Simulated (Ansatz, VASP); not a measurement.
## One calculation of Ru, two programs

The input INCAR:

```
SYSTEM = Ru
ALGO     = Normal         ! electronic algorithm
EDIFF    = 1E-6           ! SCF threshold, eV
ENCUT    = 520            ! plane-wave cutoff, eV
GGA      = CA             ! functional
ISIF     = 2              ! what is computed and relaxed
ISMEAR   = 1              ! smearing method
LASPH    = .True.         ! aspherical terms in the spheres
LCHARG   = .True.         ! write CHGCAR
LELF     = .True.         ! ELF
LREAL    = .False.        ! projectors in reciprocal space
LVHAR    = .True.       
LWAVE    = .False.        ! write WAVECAR
NBANDS   = 21             ! bands
NELM     = 80             ! most SCF steps
PREC     = Accurate       ! precision mode
SIGMA    = 0.6            ! smearing width, eV
```

File KPOINTS:

```
k-points
0
Gamma
  13 13 8
  0 0 0
```

Contents of POSCAR:

```
Ru
1.0
    2.6775346364      0.0000000000      0.0000000000
   -1.3387673182      2.3188130146      0.0000000000
    0.0000000000      0.0000000000      4.2181251212
Ru
2
Direct
    0.3333333333      0.6666666667      0.2500000000
    0.6666666667      0.3333333333      0.7500000000
```

Input for Ansatz:

```yaml
crystal:
  lattice:
    - [2.6775346364, 0.0, 0.0]
    - [-1.3387673182, 2.3188130146, 0.0]
    - [0.0, 0.0, 4.2181251212]
  atoms:
    - { symbol: Ru, position: [0.3333333333, 0.6666666667, 0.25] }
    - { symbol: Ru, position: [0.6666666667, 0.3333333333, 0.75] }
hamiltonian:
  xc: lda
  pseudopotentials:
    kind: paw
    azcp:
      Ru: "pseudopotentials/Ru.paw.azcp"
basis:
  ecutwfc: 420
  fft_grid_basis: typed
kpoints:
  mp_grid: { grid: [13, 13, 8], shift: [0, 0, 0] }
magnetization:
  spin_polarized: false
scf:
  occupations: { method: cold, width: 0.6 }
  lower_state_search: "off"
output:
  stress: true
  write_density: true
  write_potential: true
  elf: true
  volumetric_format: npy
```

Alike in both runs: task single point; functional LDA; k mesh 13 × 13 × 8; no spin polarisation.

|  | VASP | Ansatz |
| --- | --- | --- |
| version | VASP 6.6.1 | Ansatz 0.2.0 |
| potentials or method | VASP PAW LDA potentials, release 64 (Ru_pv), cutoff 520 eV | plane waves (420 eV) with PAW, scalar-relativistic |
| occupations | methfessel-paxton of order 1, width 0.6 eV | cold, width 0.6 eV |
| valence electrons in the cell | 28 | 32 |

```tsv
	VASP	Ansatz	Ansatz less VASP
pressure (GPa)	0.6	-0.4	-1.02
traceless stress, the component that is largest in VASP (GPa)	0.31	0.50	+0.193
```

Ansatz warns that its potentials were made for another functional, while VASP's fit it. LDA's correlation is that of Perdew and Zunger in VASP and of Perdew and Wang (1992) in Ansatz. VASP's potentials hold 28 valence electrons a cell and Ansatz's 32, so a difference there can come from the potentials and not from the codes.
